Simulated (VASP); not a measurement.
# P (Im-3m) in VASP: notebook, part 2 of 2

VASP 6.6.1.

## (4) Single point, BLYP

This run uses another cell than the first one, of 16.28 Å³/atom, 1.136 times its volume.

The input, INCAR:

```
SYSTEM = P
PREC     = Accurate       ! precision mode
ENCUT    = 520            ! plane-wave cutoff, eV
EDIFF    = 1E-6           ! SCF threshold, eV
ISMEAR   = -1             ! smearing method
SIGMA    = 0.1            ! smearing width, eV
LREAL    = .False.        ! projectors in reciprocal space
LASPH    = .True.         ! aspherical terms in the spheres
NELM     = 100            ! most SCF steps
ALGO     = Normal         ! electronic algorithm
ISIF     = 2              ! what is computed and relaxed
LWAVE    = .False.        ! write WAVECAR
LCHARG   = .False.        ! write CHGCAR
GGA      = B5             ! functional
ALDAX    = 1.0          
AGGAX    = 1.0          
AGGAC    = 1.0          
ALDAC    = 0.0          
NBANDS   = 8              ! bands
```

The input, KPOINTS:

```
Automatic mesh
0
Gamma
  16 16 16
  0 0 0
```

The input, POSCAR:

```
P
1.0
   -1.5964820726      1.5964820726      1.5964820726
    1.5964820726     -1.5964820726      1.5964820726
    1.5964820726      1.5964820726     -1.5964820726
P
1
Direct
    0.0000000000      0.0000000000      0.0000000000
```

Potentials or basis: VASP PAW PBE potentials, release 64 (P).

On the command line:

```
$ cat potpaw_PBE.64/P/POTCAR > POTCAR
$ mpirun -np 1 vasp_std > vasp.out
```

OUTCAR:

```text
SYSTEM = P
   PREC = Accurate
   ENCUT = 520
   EDIFF = 1E-6
   ISMEAR = -1
   LREAL = .False.
   LASPH = .True.
   NELM = 100
   ISIF = 2
   GGA = B5

 ion  position               nearest neighbor table
   1  0.000  0.000  0.000-

  LATTYP: Found a body centered cubic cell.
 ALAT       =     3.1929641452

  Lattice vectors:

 A1 = (  -1.5964820726,   1.5964820726,   1.5964820726)
 A2 = (   1.5964820726,  -1.5964820726,   1.5964820726)
 A3 = (   1.5964820726,   1.5964820726,  -1.5964820726)

Analysis of symmetry for initial positions (statically):
=====================================================================
 Subroutine PRICEL returns:
 Original cell was already a primitive cell.

 Routine SETGRP: Setting up the symmetry group for a
 body centered cubic supercell.

 Subroutine GETGRP returns: Found 48 space group operations
 (whereof 48 operations were pure point group operations)
 out of a pool of 48 trial point group operations.

The static configuration has the point symmetry O_h .

Analysis of symmetry for dynamics (positions and initial velocities):
=====================================================================
 Subroutine PRICEL returns:
 Original cell was already a primitive cell.

 Routine SETGRP: Setting up the symmetry group for a
 body centered cubic supercell.

 Subroutine GETGRP returns: Found 48 space group operations
 (whereof 48 operations were pure point group operations)
 out of a pool of 48 trial point group operations.

The dynamic configuration has the point symmetry O_h .

 Subroutine INISYM returns: Found 48 space group operations
 (whereof 48 operations are pure point group operations),
 and found     1 'primitive' translations

----------------------------------------------------------------------------------------

                                     Primitive cell

  volume of cell :      16.2762

  direct lattice vectors                    reciprocal lattice vectors
    -1.596482073  1.596482073  1.596482073     0.000000000  0.313188609  0.313188609
     1.596482073 -1.596482073  1.596482073     0.313188609  0.000000000  0.313188609
     1.596482073  1.596482073 -1.596482073     0.313188609  0.313188609  0.000000000

  length of vectors
     2.765188063  2.765188063  2.765188063     0.442915579  0.442915579  0.442915579

  position of ions in fractional coordinates (direct lattice)
     0.000000000  0.000000000  0.000000000

  ion indices of the primitive-cell ions
   primitive index   ion index
                 1           1

----------------------------------------------------------------------------------------

 KPOINTS: Automatic mesh

Automatic generation of k-mesh.
 Grid dimensions read from file:
 generate k-points for:   16   16   16

 Generating k-lattice:

  Cartesian coordinates                     Fractional coordinates (reciprocal lattice)
     0.000000000  0.019574288  0.019574288     0.062500000  0.000000000  0.000000000
     0.019574288  0.000000000  0.019574288     0.000000000  0.062500000  0.000000000
     0.019574288  0.019574288  0.000000000     0.000000000  0.000000000  0.062500000

  Length of vectors
     0.027682224  0.027682224  0.027682224

  Shift w.r.t. Gamma in fractional coordinates (k-lattice)
     0.000000000  0.000000000  0.000000000

 Subroutine IBZKPT returns following result:
 ===========================================

 Found    145 irreducible k-points:

 Following reciprocal coordinates:
            Coordinates               Weight
  0.000000  0.000000  0.000000      1.000000
  0.062500  0.000000  0.000000     12.000000
  0.125000  0.000000  0.000000     12.000000
  0.187500  0.000000  0.000000     12.000000
  0.250000  0.000000  0.000000     12.000000
  0.312500  0.000000  0.000000     12.000000
[... 16 lines left out ...]
  0.187500  0.187500  0.000000     24.000000
  0.250000  0.187500  0.000000     48.000000
 [... further k-points ...]
   k-points           NKPTS =    145   k-points in BZ     NKDIM =    145   number of bands    NBANDS=      8
   number of dos      NEDOS =    301   number of ions     NIONS =      1
   total plane-waves  NPLWV =  13824
   dimension x,y,z NGX =    24 NGY =   24 NGZ =   24
   dimension x,y,z NGXF=    48 NGYF=   48 NGZF=   48
   ions per type =               1
   NGX,Y,Z   is equivalent  to a cutoff of  14.43, 14.43, 14.43 a.u.
   NGXF,Y,Z  is equivalent  to a cutoff of  28.86, 28.86, 28.86 a.u.
 SYSTEM =  P
   PREC   = accura    normal or accurate (medium, high low for compatibility)
   ISTART =      0    job   : 0-new  1-cont  2-samecut
   ICHARG =      2    charge: 1-file 2-atom 10-const
   ISPIN  =      1    spin polarized calculation?
   LNONCOLLINEAR =      F non collinear calculations
   LSORBIT =      F    spin-orbit coupling
   LASPH  =      T    aspherical Exc in radial PAW
   ENCUT  =  520.0 eV  38.22 Ry    6.18 a.u.   5.14  5.14  5.14*2*pi/ulx,y,z
   NELM   =    100;   NELMIN=  2; NELMDL= -5     # of ELM steps
   EDIFF  = 0.1E-05   stopping-criterion for ELM
   LREAL  =      F    real-space projection
   EDIFFG = 0.1E-04   stopping-criterion for IOM
   NSW    =      0    number of steps for IOM
   IBRION =     -1    ionic relax: 0-MD 1-quasi-New 2-CG
   NFREE  =      0    steps in history (QN), initial steepest desc. (CG)
   ISIF   =      2    stress and relaxation
   ISYM   =      2    0-nonsym 1-usesym 2-fastsym
   POTIM  = 0.5000    time-step for ionic-motion
   TEBEG  =    0.0;   TEEND  =   0.0 temperature during run
   PSTRESS=    0.0 pullay stress
   NELECT =       5.0000    total number of electrons
   NUPDOWN=      -1.0000    fix difference up-down
   EMIN   =  10.00;   EMAX   =-10.00  energy-range for DOS
   EFERMI =   0.00;   METHOD = LEGACY
   ISMEAR =    -1;   SIGMA  =   0.10  broadening in eV -4-tet -1-fermi 0-gaus
   EFERMI_NEDOS =   21; number of points for ismear=-14 and -15
   IALGO  =     38    algorithm
   IMIX   =      4    mixing-type and parameters
     AMIX     =   0.40;   BMIX     =  1.00
     AMIX_MAG =   1.60;   BMIX_MAG =  1.00
  volume/ion in A,a.u.               =      16.28       109.84
  Fermi-wavevector in a.u.,A,eV,Ry     =   1.104623  2.087435 16.601723  1.220192
  Thomas-Fermi vector in A             =   2.241099
   LORBIT       =      0    0 simple, 1 ext, 2 COOP (PROOUT), +10 PAW based schemes
   GGA     = B5    functional components
   LHFCALC =     F    Hartree Fock is set to
   AEXX    =    0.0000 exact exchange contribution
   IVDW    =     0    specifies the selected vdW correction
   LEPSILON=     F    determine dielectric tensor
   LRPA    =     F    only Hartree local field effects (RPA)
 non-spin polarized calculation
  energy-cutoff  :      520.00
  volume of cell :       16.28
 maximum number of plane-waves:       466
 NGX is ok and might be reduce to    24
   NGX = 11   NGY = 11   NGZ = 11

 number of electron       4.9999999 magnetization

 Free energy of the ion-electron system (eV)
  ---------------------------------------------------
  ext. energy  EPLUGINS =         0.00000000
  ---------------------------------------------------
  free energy    TOTEN  =        -3.67219830 eV

  energy without entropy =       -3.65254615  energy(sigma->0) =       -3.66237223

 E-fermi :   8.5109     XC(G=0): -10.2748

 val. band max:        8.4935112069   @ k =   0.5000   0.5000   0.3125
 cond. band min:       8.5167095043   @ k =  -0.2500   0.2500   0.1250
 fundamental gap:      0.0231982974
 Fermi energy:         8.5109439617

 k-point     1 :       0.0000    0.0000    0.0000
  band No.  band energies     occupation
      1      -6.4504      2.00000
      2      14.3420      0.00000
      3      14.3420      0.00000
      4      14.3420      0.00000
      5      20.2958      0.00000
      6      20.2958      0.00000
      7      20.2958      0.00000
      8      24.0941      0.00000
[... 243 lines left out ...]
 k-point    24 :       0.2500    0.1875    0.0000
  band No.  band energies     occupation
      1      -2.7272      2.00000
      2       5.5607      2.00000
      3       8.0525      1.97979
      4      11.9982      0.00000
      5      18.0891      0.00000
      6      20.1240      0.00000
      7      23.7868      0.00000
      8      25.4995      0.00000

 [... further k-points ...]

------------------------ aborting loop because EDIFF is reached ----------------------------------------

  FORCE on cell =-STRESS in cart. coord.  units (eV):
  Direction    XX          YY          ZZ          XY          YZ          ZX
  --------------------------------------------------------------------------------------
  -------------------------------------------------------------------------------------
  Total        0.0221177      0.0221177      0.0221177      0.0000000      0.0000000      0.0000000
  in kB        2.1771958      2.1771958      2.1771958      0.0000000      0.0000000      0.0000000
  external PRESSURE =       2.1771958 kB  Pullay stress =       0.0000000 kB

 VOLUME and BASIS-vectors are now :
 -----------------------------------------------------------------------------
  energy-cutoff  :      520.00
  volume of cell :       16.28
      direct lattice vectors                 reciprocal lattice vectors
    -1.596482073  1.596482073  1.596482073     0.000000000  0.313188609  0.313188609
     1.596482073 -1.596482073  1.596482073     0.313188609  0.000000000  0.313188609
     1.596482073  1.596482073 -1.596482073     0.313188609  0.313188609  0.000000000

 POSITION                                       TOTAL-FORCE (eV/Angst)
 -----------------------------------------------------------------------------------
      0.00000      0.00000      0.00000         0.000000     -0.000000     -0.000000
 -----------------------------------------------------------------------------------
    total drift:                                0.000000      0.000000      0.000000

  FREE ENERGIE OF THE ION-ELECTRON SYSTEM (eV)
  ---------------------------------------------------
  free  energy   TOTEN  =        -3.6721983022 eV

  energy  without entropy=       -3.6525461506  energy(sigma->0) =       -3.66237223
```

It took 7.6 s on 1 thread of Intel Xeon 6975P-C (Granite Rapids), shared host; peak memory 0.13 GiB.

What came out:

| Quantity | Value |
| --- | --- |
| Free energy | -3.6722 eV |
| Pressure | 0.2 GPa |

Caveat: the PAW data sets were made with another functional, which shifts forces and pressure a little.

## (5) Overview

```csv
cell,gap on the mesh (eV),pressure (GPa)
"a = 2.650 Å, angles 109.5°, 1 atom",none,11.6
"a = 2.689 Å, angles 109.5°, 1 atom",none,7.0
"a = 2.765 Å, angles 109.5°, 1 atom",none,0.2
```

Alike in all rows: task single point; level BLYP; potentials or basis VASP PAW PBE potentials, release 64 (P); no spin polarisation; k mesh 16 × 16 × 16; cutoff (eV) 520; smearing fermi-dirac 0.1 eV.

Caveats: the PAW data sets were made with another functional, which shifts forces and pressure a little.

Total energies depend on the potentials used, so only differences within one code and one set of settings carry meaning.
